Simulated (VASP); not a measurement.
# Be2C (Fm-3m) in VASP: single point with PBE

Aim: the single point of Be2C with PBE.

All numbers are computed with VASP 6.6.1; they aren't measurements. Logs are shortened: lines on timing, memory, paths and dates and some standing lists are left out, and cuts for length are marked.

## Step 1: The cell of the first run

It takes space group Fm-3m (No. 225, cubic). The conventional cell has a = 4.371 Å, b = 4.371 Å, c = 4.371 Å, α = 90.00°, β = 90.00°, γ = 90.00°. Be (site symmetry -43m) has 4 C at 1.89 Å and 6 Be at 2.19 Å within 2.5 Å. Within 2.5 Å of C (site symmetry m-3m) lie 8 Be at 1.89 Å.

## Step 2: Single point, PBE

Input file POSCAR:

```
Be2C
1.0
    0.0000000000      2.1854860000      2.1854860000
    2.1854860000      0.0000000000      2.1854860000
    2.1854860000      2.1854860000      0.0000000000
Be C
2 1
Direct
    0.2500000000      0.2500000000      0.2500000000
    0.7500000000      0.7500000000      0.7500000000
    0.0000000000      0.0000000000      0.0000000000
```

Input file INCAR.step1:

```
PREC = Accurate ; ENCUT = 520
EDIFF = 1E-6 ; ISMEAR = -1
SIGMA = 0.1 ; LREAL = F
LASPH = T ; NELM = 120
ALGO = Normal ; ISIF = 2
LWAVE = F ; LCHARG = T
GGA = PE ; NBANDS = 11
GGA_COMPAT = F ; NEDOS = 2001
LORBIT = 11
```

Input file KPOINTS.step1:

```
regular mesh
0
Gamma
  10 10 10
```

Input file INCAR.step2:

```
PREC = Accurate ; ENCUT = 520
EDIFF = 1E-6 ; ISMEAR = -5
SIGMA = 0.1 ; LREAL = F
LASPH = T ; NELM = 120
ALGO = Normal ; ISIF = 2
LWAVE = F ; LCHARG = F
GGA = PE ; LORBIT = 11
NEDOS = 1001 ; ICHARG = 11
GGA_COMPAT = F
```

Input file KPOINTS.step2:

```
regular mesh
0
Gamma
  15 15 15
```

Potentials or basis: VASP PAW PBE potentials, release 64 (Be, C).

On the command line:

```bash
$ cat potpaw_PBE.64/Be/POTCAR potpaw_PBE.64/C/POTCAR > POTCAR
$ cp INCAR.step1 INCAR
$ cp KPOINTS.step1 KPOINTS
$ mpirun -np 1 vasp_std > vasp.out
$ cp INCAR.step2 INCAR
$ cp KPOINTS.step2 KPOINTS
$ mpirun -np 1 vasp_std > vasp.out
```

OUTCAR:

```text
PREC = Accurate
   ENCUT = 520
   EDIFF = 1E-6
   ISMEAR = -5
   LREAL = F
   LASPH = T
   NELM = 120
   ISIF = 2
   GGA = PE
   LORBIT = 11
   ICHARG = 11

 ion  position               nearest neighbor table
   1  0.250  0.250  0.250-   3 1.89   3 1.89   3 1.89   3 1.89   2 2.19   2 2.19   2 2.19   2 2.19
                             2 2.19   2 2.19
   2  0.750  0.750  0.750-   3 1.89   3 1.89   3 1.89   3 1.89   1 2.19   1 2.19   1 2.19   1 2.19
                             1 2.19   1 2.19
   3  0.000  0.000  0.000-   2 1.89   2 1.89   2 1.89   1 1.89   2 1.89   1 1.89   1 1.89   1 1.89

  LATTYP: Found a face centered cubic cell.
 ALAT       =     4.3709720000

  Lattice vectors:

 A1 = (   0.0000000000,   2.1854860000,   2.1854860000)
 A2 = (   2.1854860000,   0.0000000000,   2.1854860000)
 A3 = (   2.1854860000,   2.1854860000,   0.0000000000)

Analysis of symmetry for initial positions (statically):
=====================================================================
 Subroutine PRICEL returns:
 Original cell was already a primitive cell.

 Routine SETGRP: Setting up the symmetry group for a
 face centered cubic supercell.

 Subroutine GETGRP returns: Found 48 space group operations
 (whereof 48 operations were pure point group operations)
 out of a pool of 48 trial point group operations.

The static configuration has the point symmetry O_h .

Analysis of symmetry for dynamics (positions and initial velocities):
=====================================================================
 Subroutine PRICEL returns:
 Original cell was already a primitive cell.

 Routine SETGRP: Setting up the symmetry group for a
 face centered cubic supercell.

 Subroutine GETGRP returns: Found 48 space group operations
 (whereof 48 operations were pure point group operations)
 out of a pool of 48 trial point group operations.

The dynamic configuration has the point symmetry O_h .

 Subroutine INISYM returns: Found 48 space group operations
 (whereof 48 operations are pure point group operations),
 and found     1 'primitive' translations

----------------------------------------------------------------------------------------

                                     Primitive cell

  volume of cell :      20.8773

  direct lattice vectors                    reciprocal lattice vectors
     0.000000000  2.185486000  2.185486000    -0.228782065  0.228782065  0.228782065
     2.185486000  0.000000000  2.185486000     0.228782065 -0.228782065  0.228782065
     2.185486000  2.185486000  0.000000000     0.228782065  0.228782065 -0.228782065

  length of vectors
     3.090743942  3.090743942  3.090743942     0.396262160  0.396262160  0.396262160

  position of ions in fractional coordinates (direct lattice)
     0.250000000  0.250000000  0.250000000
     0.750000000  0.750000000  0.750000000
     0.000000000  0.000000000  0.000000000

  ion indices of the primitive-cell ions
   primitive index   ion index
                 1           1
                 2           2
                 3           3

----------------------------------------------------------------------------------------

 KPOINTS: regular mesh

Automatic generation of k-mesh.
 Grid dimensions read from file:
 generate k-points for:   15   15   15

 Generating k-lattice:

  Cartesian coordinates                     Fractional coordinates (reciprocal lattice)
    -0.015252138  0.015252138  0.015252138     0.066666667  0.000000000  0.000000000
     0.015252138 -0.015252138  0.015252138     0.000000000  0.066666667  0.000000000
     0.015252138  0.015252138 -0.015252138     0.000000000  0.000000000  0.066666667

  Length of vectors
     0.026417477  0.026417477  0.026417477

  Shift w.r.t. Gamma in fractional coordinates (k-lattice)
     0.000000000  0.000000000  0.000000000

 TETIRR: Found    484 inequivalent tetrahedra from    20250

 Subroutine IBZKPT returns following result:
 ===========================================

 Found    120 irreducible k-points:

 Following reciprocal coordinates:
            Coordinates               Weight
  0.000000  0.000000  0.000000      1.000000
  0.066667  0.000000  0.000000      8.000000
  0.133333  0.000000  0.000000      8.000000
  0.200000  0.000000  0.000000      8.000000
  0.266667  0.000000  0.000000      8.000000
  0.333333  0.000000  0.000000      8.000000
[... 16 lines left out ...]
  0.133333  0.133333  0.000000      6.000000
  0.200000  0.133333  0.000000     24.000000
 [... further k-points ...]
   k-points           NKPTS =    120   k-points in BZ     NKDIM =    120   number of bands    NBANDS=      8
   number of dos      NEDOS =   1001   number of ions     NIONS =      3
   total plane-waves  NPLWV =  13824
   dimension x,y,z NGX =    24 NGY =   24 NGZ =   24
   dimension x,y,z NGXF=    48 NGYF=   48 NGZF=   48
   ions per type =               2   1
   NGX,Y,Z   is equivalent  to a cutoff of  12.91, 12.91, 12.91 a.u.
   NGXF,Y,Z  is equivalent  to a cutoff of  25.82, 25.82, 25.82 a.u.
 SYSTEM =  unknown system
   PREC   = accura    normal or accurate (medium, high low for compatibility)
   ISTART =      0    job   : 0-new  1-cont  2-samecut
   ICHARG =     11    charge: 1-file 2-atom 10-const
   ISPIN  =      1    spin polarized calculation?
   LNONCOLLINEAR =      F non collinear calculations
   LSORBIT =      F    spin-orbit coupling
   LASPH  =      T    aspherical Exc in radial PAW
   ENCUT  =  520.0 eV  38.22 Ry    6.18 a.u.   5.75  5.75  5.75*2*pi/ulx,y,z
   NELM   =    120;   NELMIN=  2; NELMDL=  0     # of ELM steps
   EDIFF  = 0.1E-05   stopping-criterion for ELM
   LREAL  =      F    real-space projection
   EDIFFG = 0.1E-04   stopping-criterion for IOM
   NSW    =      0    number of steps for IOM
   IBRION =     -1    ionic relax: 0-MD 1-quasi-New 2-CG
   NFREE  =      0    steps in history (QN), initial steepest desc. (CG)
   ISIF   =      2    stress and relaxation
   ISYM   =      2    0-nonsym 1-usesym 2-fastsym
   POTIM  = 0.5000    time-step for ionic-motion
   TEBEG  =    0.0;   TEEND  =   0.0 temperature during run
   PSTRESS=    0.0 pullay stress
   NELECT =       8.0000    total number of electrons
   NUPDOWN=      -1.0000    fix difference up-down
   EMIN   =  10.00;   EMAX   =-10.00  energy-range for DOS
   EFERMI =   0.00;   METHOD = LEGACY
   ISMEAR =    -5;   SIGMA  =   0.10  broadening in eV -4-tet -1-fermi 0-gaus
   EFERMI_NEDOS =   21; number of points for ismear=-14 and -15
   IALGO  =     38    algorithm
   IMIX   =      4    mixing-type and parameters
     AMIX     =   0.40;   BMIX     =  1.00
     AMIX_MAG =   1.60;   BMIX_MAG =  1.00
  volume/ion in A,a.u.               =       6.96        46.96
  Fermi-wavevector in a.u.,A,eV,Ry     =   1.189087  2.247048 19.237642  1.413927
  Thomas-Fermi vector in A             =   2.325202
   LORBIT       =     11    0 simple, 1 ext, 2 COOP (PROOUT), +10 PAW based schemes
   GGA     = PE    functional components
   LHFCALC =     F    Hartree Fock is set to
   AEXX    =    0.0000 exact exchange contribution
   IVDW    =     0    specifies the selected vdW correction
   LEPSILON=     F    determine dielectric tensor
   LRPA    =     F    only Hartree local field effects (RPA)
 non-spin polarized calculation
 Fermi weights with tetrahedron method with Bloechl corrections
  energy-cutoff  :      520.00
  volume of cell :       20.88
 maximum number of plane-waves:       572

 number of electron       8.0000001 magnetization

 Free energy of the ion-electron system (eV)
  ---------------------------------------------------
  ext. energy  EPLUGINS =         0.00000000
  ---------------------------------------------------
  free energy    TOTEN  =       -17.44649332 eV

  energy without entropy =      -17.44649332  energy(sigma->0) =      -17.44649332

 E-fermi :   7.4800     XC(G=0): -11.3265

 val. band max:        7.4529368988   @ k =   0.0000   0.0000   0.0000
 cond. band min:       8.6486969289   @ k =   0.4667   0.4667   0.0000
 fundamental gap:      1.1957600301
 Fermi energy:         7.4799943493

 k-point     1 :       0.0000    0.0000    0.0000
  band No.  band energies     occupation
      1      -7.3775      2.00000
      2       7.4529      2.00000
      3       7.4529      2.00000
      4       7.4529      2.00000
      5      11.5262      0.00000
      6      11.5262      0.00000
      7      11.5262      0.00000
      8      13.8877      0.00000

 k-point     2 :       0.0667    0.0000    0.0000
  band No.  band energies     occupation
      1      -7.3076      2.00000
      2       6.8007      2.00000
      3       7.3112      2.00000
      4       7.3112      2.00000
      5      11.7333      0.00000
      6      11.7333      0.00000
      7      11.9540      0.00000
      8      14.0667      0.00000

 k-point     3 :       0.1333    0.0000    0.0000
  band No.  band energies     occupation
      1      -7.0992      2.00000
      2       5.4205      2.00000
      3       6.9749      2.00000
      4       6.9749      2.00000
      5      12.2172      0.00000
      6      12.2172      0.00000
      7      12.6258      0.00000
      8      14.6115      0.00000
[... 210 lines left out ...]
 k-point    23 :       0.1333    0.1333    0.0000
  band No.  band energies     occupation
      1      -7.0076      2.00000
      2       6.0549      2.00000
      3       6.0549      2.00000
      4       6.3019      2.00000
      5      11.7563      0.00000
      6      13.2739      0.00000
      7      13.2739      0.00000
      8      13.9404      0.00000

 k-point    24 :       0.2000    0.1333    0.0000
  band No.  band energies     occupation
      1      -6.7571      2.00000
      2       4.8498      2.00000
      3       5.5866      2.00000
      4       6.2225      2.00000
      5      12.0174      0.00000
      6      13.5053      0.00000
      7      13.9069      0.00000
      8      14.0072      0.00000

 [... further k-points ...]
[... 5 lines left out ...]
  --------------------------------------------------------------------------------------
  -------------------------------------------------------------------------------------
  Total       -0.6855994     -0.6855994     -0.6855994     -0.0000000     -0.0000000     -0.0000000
  in kB      -52.6146828    -52.6146828    -52.6146828     -0.0000000     -0.0000000     -0.0000000
  external PRESSURE =     -52.6146828 kB  Pullay stress =       0.0000000 kB

 VOLUME and BASIS-vectors are now :
 -----------------------------------------------------------------------------
  energy-cutoff  :      520.00
  volume of cell :       20.88
      direct lattice vectors                 reciprocal lattice vectors
     0.000000000  2.185486000  2.185486000    -0.228782065  0.228782065  0.228782065
     2.185486000  0.000000000  2.185486000     0.228782065 -0.228782065  0.228782065
     2.185486000  2.185486000  0.000000000     0.228782065  0.228782065 -0.228782065

 POSITION                                       TOTAL-FORCE (eV/Angst)
 -----------------------------------------------------------------------------------
      1.09274      1.09274      1.09274        -0.000000     -0.000000     -0.000000
      3.27823      3.27823      3.27823         0.000000      0.000000      0.000000
      0.00000      0.00000      0.00000         0.000000      0.000000      0.000000
 -----------------------------------------------------------------------------------
    total drift:                               -0.000000     -0.000000     -0.000000

  FREE ENERGIE OF THE ION-ELECTRON SYSTEM (eV)
  ---------------------------------------------------
  free  energy   TOTEN  =       -17.4464933164 eV

  energy  without entropy=      -17.4464933164  energy(sigma->0) =      -17.44649332

 total charge

# of ion       s       p       d       tot
------------------------------------------
    1        0.417   0.808   0.000   1.225
    2        0.417   0.808   0.000   1.225
    3        0.803   1.675   0.000   2.478
--------------------------------------------------
tot          1.638   3.290   0.000   4.928
```

It took 21 s on 1 thread of AMD EPYC 7R43 (Zen 3), shared host; peak memory 0.1 GiB.

Results:

```yaml
Valence_electrons_inside_the_program's_atomic_spheres: Be 1.23; C 2.48
```
